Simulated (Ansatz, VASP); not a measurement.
## ZnS: VASP beside Ansatz

POSCAR

```
ZnS
1.0
   -3.8087369231      0.0000000000      0.0000000000
   -1.9043684615     -3.2984629317      0.0000000000
   -0.4759016785     -0.2747619622     12.4664651483
Zn S
4 4
Direct
    0.9453331761      0.9453331761      0.6562643926
   -0.0130168239     -0.0130168239      0.1562643926
    0.2578451559      0.2578451559      0.9062206171
    0.6328284893      0.6328284893      0.4062206171
   -0.0702540658      0.9297459342      0.8433861439
   -0.0286040658     -0.0286040658      0.3433861439
    0.3255257204      0.3255257204      0.0937288464
    0.6172090538      0.6172090538      0.5937288464
```

File INCAR.step1:

```
ALGO = Normal ; EDIFF = 1E-4
ENCUT = 520 ; GGA = PE
ISMEAR = 0 ; LASPH = T
LCHARG = F ; LREAL = F
LWAVE = T ; NBANDS = 46
NELM = 80 ; PREC = Accurate
SIGMA = 0.05
```

The input INCAR.step2:

```
ALGO = Normal ; EDIFF = 1E-6
ENCUT = 520 ; ISIF = 2
ISMEAR = 0 ; ISTART = 1
LASPH = T ; LCHARG = F
LMIXTAU = T ; LREAL = F
LWAVE = F ; METAGGA = R2SCAN
NBANDS = 46 ; NELM = 80
PREC = Accurate ; SIGMA = 0.05
```

The input KPOINTS:

```
k-points
0
Gamma
  7 7 2
```

Input for Ansatz:

```yaml
crystal:
  lattice:
    - [-3.8087369231, 0.0, 0.0]
    - [-1.9043684615, -3.2984629317, 0.0]
    - [-0.4759016785, -0.2747619622, 12.4664651483]
  atoms:
    - { symbol: Zn, position: [0.9453331761, 0.9453331761, 0.6562643926] }
    - { symbol: Zn, position: [-0.0130168239, -0.0130168239, 0.1562643926] }
    - { symbol: Zn, position: [0.2578451559, 0.2578451559, 0.9062206171] }
    - { symbol: Zn, position: [0.6328284893, 0.6328284893, 0.4062206171] }
    - { symbol: S, position: [-0.0702540658, 0.9297459342, 0.8433861439] }
    - { symbol: S, position: [-0.0286040658, -0.0286040658, 0.3433861439] }
    - { symbol: S, position: [0.3255257204, 0.3255257204, 0.0937288464] }
    - { symbol: S, position: [0.6172090538, 0.6172090538, 0.5937288464] }
basis:
  ecutwfc: 500
kpoints:
  mp_grid: { grid: [7, 7, 2] }
hamiltonian:
  xc: r2scan
scf:
  occupations: { method: gaussian, width: 0.05 }
output:
  forces: true
  stress: true
  eigenvalues: true
```

Alike in both runs: task single point; functional r2SCAN; k mesh 7 × 7 × 2; occupations gaussian, width 0.05 eV; no spin polarisation.

|  | VASP | Ansatz |
| --- | --- | --- |
| version | VASP 6.6.1 | Ansatz 0.2.0 |
| potentials or method | VASP PAW PBE potentials, release 64 (Zn, S), cutoff 520 eV | scalar-relativistic, plane waves, PAW |
| valence electrons in the cell | 72 | 72 |

Ansatz gave:

```
gap on the k mesh at the Fermi level (eV)                     : 2.64
least direct gap on the mesh (eV)                             : 2.64
pressure (GPa)                                                : -0.2
traceless stress, the component that is largest in VASP (GPa) : 0.96
rms of the force components (eV/Å)                            : 0.098
```

Question: Which values does VASP return?

Answer: gap on the k mesh at the Fermi level (eV): 2.65; least direct gap on the mesh (eV): 2.65; pressure (GPa): -0.2; traceless stress, the component that is largest in VASP (GPa): 0.96; rms of the force components (eV/Å): 0.097.

VASP's potentials were made for PBE, not for r2SCAN. Atom by atom the forces differ by 0.009 eV/Å (rms over components). The functional is the same, so the differences come from potentials, cutoffs and numerics.
